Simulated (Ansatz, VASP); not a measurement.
Co in VASP and in Ansatz

```
Co
1.0
     2.34043    0.00000    0.00000
     0.00000    2.34043    0.00000
     0.00000    0.00000    2.34043
Co
1
Cartesian
  0.0000 0.0000 0.0000
```

Alike in both runs: functional PBE; k mesh 24 × 24 × 24; occupations gaussian, width 0.1 eV; collinear spin.

Ansatz relaxed the structure, and its values are those at the end. VASP's run is a single point on that final structure, the one shown.

|  | VASP | Ansatz |
| --- | --- | --- |
| version | VASP 6.6.1 | Ansatz 0.2.0 |
| potentials or method | VASP PAW PBE potentials, release 64 (Co), cutoff 520 eV | scalar-relativistic, plane waves, PAW |
| valence electrons in the cell | 9 | 17 |

|  | VASP | Ansatz | Ansatz less VASP |
| --- | --- | --- | --- |
| gap on the k mesh at the Fermi level (eV) | none | none | - |
| pressure (GPa) | -0.8 | 0.0 | +0.80 |
| net moment per atom (μB) | 1.87 | 1.89 | +0.015 |
| size of the moment on the site where the two differ most (μB) | 1.88 | 1.90 | +0.026 |

Site moments also hang on the region over which each program counts them. A gap of «none» marks a metal or a gap that the smearing closes. With one functional, cell and mesh, what is left measures potentials, basis and numerics. VASP's potentials hold 9 valence electrons a cell and Ansatz's 17, so a difference there can come from the potentials and not from the codes.
